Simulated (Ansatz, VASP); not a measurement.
**Sb in VASP and in Ansatz**

Contents of POSCAR:

```
Sb
1.0
    0.0000000000      2.3712425216      2.3712425216
    2.3712425216      0.0000000000      2.3712425216
    2.3712425216      2.3712425216      0.0000000000
Sb
1
Direct
    0.0000000000      0.0000000000      0.0000000000
```

INCAR.step1

```
PREC = Accurate
ENCUT = 520
EDIFF = 1E-5
ISMEAR = -1
SIGMA = 0.05
LREAL = F
LASPH = T
NELM = 100
ALGO = Normal
ISIF = 2
LWAVE = T
GGA = PE
NBANDS = 8
```

INCAR.step2

```
PREC = Accurate
ENCUT = 520
EDIFF = 1E-7
ISMEAR = -1
SIGMA = 0.05
LREAL = F
LASPH = T
NELM = 100
ALGO = Normal
ISIF = 2
LWAVE = F
LCHARG = T
GGA = PE
LHFCALC = T
AEXX = 0.25
HFSCREEN = 0.3
PRECFOCK = Normal
LELF = T
LVHAR = T
ISTART = 1
NBANDS = 8
```

Contents of KPOINTS:

```
Automatic mesh
0
Gamma
  5 5 5
```

Contents of input:

```
crystal:
  lattice:
    - [0.0, 2.3712425216, 2.3712425216]
    - [2.3712425216, 0.0, 2.3712425216]
    - [2.3712425216, 2.3712425216, 0.0]
  atoms:
    - { symbol: Sb, position: [0.0, 0.0, 0.0] }
hamiltonian:
  xc: { exchange: pbe, correlation: pbe, exx: { coeff: 0.25, omega: 0.3 } }
  pseudopotentials: { kind: paw }
kpoints:
  mp_grid: { grid: [5, 5, 5] }
  band_path:
    path:
      - [[0.0, 0.0, 0.0], [0.5, 0.0, 0.5], [0.5, 0.25, 0.75], [0.375, 0.375, 0.75], [0.0, 0.0, 0.0], [0.5, 0.5, 0.5], [0.625, 0.25, 0.625], [0.5, 0.25, 0.75], [0.5, 0.5, 0.5], [0.375, 0.375, 0.75]]
      - [[0.625, 0.25, 0.625], [0.5, 0.0, 0.5]]
    npoints: 4
scf:
  occupations: { method: fermi_dirac, width: 0.05 }
  n_extra_bands: 6
output:
  forces: true
  stress: true
  eigenvalues: true
  fatbands: false
```

Alike in both runs: functional PBE-based screened hybrid with a share of 0.25 of exact exchange and HFSCREEN = 0.3; k mesh 5 × 5 × 5; occupations fermi-dirac, width 0.05 eV; no spin polarisation.

|  | VASP | Ansatz |
| --- | --- | --- |
| version | VASP 6.6.1 | Ansatz 0.2.0 |
| potentials or method | VASP PAW PBE potentials, release 64 (Sb) | Ansatz PAW |
| plane-wave cutoff (eV) | 520 | 420 |
| valence electrons in the cell | 5 | 15 |
| task | single point | band structure |

Ansatz gave:

| Quantity | Value |
| --- | --- |
| gap on the k mesh at the Fermi level (eV) | none |
| pressure (GPa) | 0.1 |

What did VASP give for the same quantities?

gap on the k mesh at the Fermi level (eV): none; pressure (GPa): -0.8.

VASP's potentials were made for PBE, not for PBE-based screened hybrid. A gap of «none» marks a metal or a gap that the smearing closes. With one functional, cell and mesh, what is left measures potentials, basis and numerics. VASP's potentials hold 5 valence electrons a cell and Ansatz's 15, so a difference there can come from the potentials and not from the codes.

The k mesh is coarse, so the values compare programs but aren't converged. Neither program's run includes spin-orbit coupling.
